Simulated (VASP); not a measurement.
# Ru: single point with BLYP

The system is Ru.

```
Ru
1.0
     2.69245    0.00000    0.00000
    -1.34622    2.33173    0.00000
     0.00000    0.00000    4.22908
Ru
2
Cartesian
  0.0000 1.5545 1.0573
  1.3462 0.7772 3.1718
```

This cell differs from its parent crystal: volume scaled by 0.92.

```
Program                : VASP 6.6.1
Task                   : single point
Functional             : BLYP
Potentials or basis    : VASP PAW PBE potentials, release 64 (Ru_pv)
Cutoff                 : 520 eV
k mesh                 : 21 × 21 × 12
Occupations            : fermi-dirac, width 0.1 eV
Spin                   : no spin polarisation
Dipole correction      : no
Further INCAR settings : ALGO = Normal; EDIFF = 1e-06; NBANDS = 21
```

The pressure is 28.5 GPa. The band gap on the k mesh is zero (band 14 reaches 15.37 eV, above the bottom of band 15 at 12.08 eV).

Stress tensor (GPa, compression positive):
```
27.48  0.00  0.00
 0.00 27.48  0.00
 0.00  0.00 30.40
```

Levels at points of the mesh, in eV from the Fermi level:
```
           k point  band 11  band 12  band 13  band 14  band 15  band 16  band 17  band 18
(0.00, 0.00, 0.00)    -2.46    -2.00    -2.00    -1.54    -1.54     1.19     1.19     1.71
(0.00, 0.00, 0.50)    -2.91    -2.91    -2.66    -2.66     0.53     0.53     0.53     0.53
```

Wall time 62 s on 1 thread of Intel(R) Xeon(R) 6975P-C (Granite Rapids), with other jobs on the host, peak memory 0.25 GiB.

Caveat: the PAW data sets were made with another functional, which shifts forces and pressure a little.
